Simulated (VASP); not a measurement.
Input of a VASP 6.6.1 run:

Contents of INCAR:

```
SYSTEM = Re2Pd
  PREC = Accurate
  ENCUT = 600
  EDIFF = 1E-6
  ISMEAR = 0
  SIGMA = 0.1
  LREAL = .FALSE.
  LASPH = .TRUE.
  NELM = 80
  ALGO = Fast
  ISIF = 3
  LWAVE = .FALSE.
  LCHARG = .FALSE.
  GGA = PE
  IBRION = 2
  NSW = 100
  EDIFFG = -0.01
```

File KPOINTS:

```
regular mesh
0
G
  14 14 14
  0 0 0
```

Contents of POSCAR:

```
Re2Pd
1.0
    0.0000000000      2.9696239689      2.9696239689
    2.9696239689      0.0000000000      2.9696239689
    2.9696239689      2.9696239689      0.0000000000
Re Pd
2 1
Direct
    0.2500000000      0.2500000000      0.2500000000
    0.7500000000      0.7500000000      0.7500000000
    0.0000000000      0.0000000000      0.0000000000
```

Potentials or basis: VASP PAW PBE potentials, release 64 (Re, Pd).

Launch:

```bash
$ cat potpaw_PBE.64/Re/POTCAR potpaw_PBE.64/Pd/POTCAR > POTCAR
$ mpirun -np 1 vasp_std > vasp.out
```

(1) What does it give for the relaxed cell?

(2) What does it give for the space group after relaxing (to 0.1 Å)?

(3) What does it give for the band gap on the k mesh?

## Answers

(1) a = 4.197 Å, b = 4.197 Å, c = 4.197 Å, α = 60.00°, β = 60.00°, γ = 60.00°.

(2) Fm-3m (No. 225).

(3) zero (bands 12 and 13 overlap by 2.11 eV).

Caveat: spin-orbit coupling is left out, which moves the levels of the heavy elements.
